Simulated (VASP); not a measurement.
Crystal: Bi2Te3.

```xyz
5
Lattice="2.1367 1.2337 9.7452 -2.1367 1.2337 9.7452 0.0000 -2.4673 9.7452" Properties=species:S:1:pos:R:3 pbc="T T T"
Bi    0.0000    0.0000   11.6942
Bi    0.0000    0.0000   17.5413
Te    0.0000    0.0000    6.1395
Te    0.0000    0.0000   23.0960
Te    0.0000    0.0000    0.0000
```

* Program: VASP 6.6.1
* Task: relaxation of cell and atoms
* Functional: PBE
* Dispersion: D3(BJ)
* Potentials or basis: VASP PAW PBE potentials, release 64 (Bi_d, Te)
* Cutoff: 600 eV
* k mesh: 6 × 6 × 6
* Occupations: fermi-dirac, width 0.02 eV
* Spin: no spin polarisation

At the start: pressure 6.0 GPa; volume 30.83 Å³/atom.

How do energy, volume and symmetry change on relaxing?

Over 12 steps the energy falls by 51.5 meV/atom and the volume is 33.62 Å³/atom (+9.1 %); space group R-3m (No. 166, to 0.1 Å) before and after.

Step by step:
```tsv
step	energy change (eV)	largest force (eV/Å)	pressure (GPa)	volume (Å³)
1	0.0000	0.7811	5.96	154.13
2	-0.0845	0.5639	-3.55	181.16
3	-0.2561	0.1027	-0.02	168.08
4	-0.2561	0.0952	0.08	167.79
5	-0.2570	0.0545	0.06	167.94
6	-0.2575	0.0253	0.03	168.16
7	-0.2576	0.0071	-0.05	168.35
8	-0.2576	0.0099	-0.04	168.32
9	-0.2576	0.0062	-0.01	168.19
10	-0.2576	0.0062	0.00	168.14
11	-0.2577	0.0068	0.00	168.12
12	-0.2577	0.0047	0.00	168.12
```

Final structure:
```
CELL_PARAMETERS angstrom
2.19226 1.26570 10.09802
-2.19226 1.26570 10.09802
0.00000 -2.53141 10.09802
ATOMIC_POSITIONS crystal
Bi 0.40007 0.40007 0.40007
Bi 0.59993 0.59993 0.59993
Te 0.20928 0.20928 0.20928
Te 0.79072 0.79072 0.79072
Te 0.00000 0.00000 0.00000
```
